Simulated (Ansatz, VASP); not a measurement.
## Tl in VASP and in Ansatz

```xyz
1
Lattice="-1.9138 1.9138 1.9138 1.9138 -1.9138 1.9138 1.9138 1.9138 -1.9138" Properties=species:S:1:pos:R:3 pbc="T T T"
Tl    0.0000    0.0000    0.0000
```

Alike in both runs: task relaxation of cell and atoms; functional LDA; k mesh 12 × 12 × 12; occupations fermi-dirac, width 0.1 eV; no spin polarisation.

```csv
,VASP,Ansatz
version,VASP 6.6.1,Ansatz 0.2.0
potentials or method,"VASP PAW LDA potentials, release 64 (Tl_d), cutoff 600 eV","plane waves (420 eV) with PAW, scalar-relativistic"
valence electrons in the cell,13,13
```

Ansatz gave:

| Item | Value |
| --- | --- |
| relaxed volume (Å³/atom) | 27.27 |
| relaxed cell length with the largest relative difference (Å) | 3.284 |

**Question.** What did VASP give for the same quantities?

**Answer.** Relaxed volume (Å³/atom): 27.36; relaxed cell length with the largest relative difference (Å): 3.288.

Ansatz warns that its potentials were made for another functional, while VASP's fit it. LDA's correlation is that of Perdew and Zunger in VASP and of Perdew and Wang (1992) in Ansatz.

Spin-orbit coupling is off throughout.
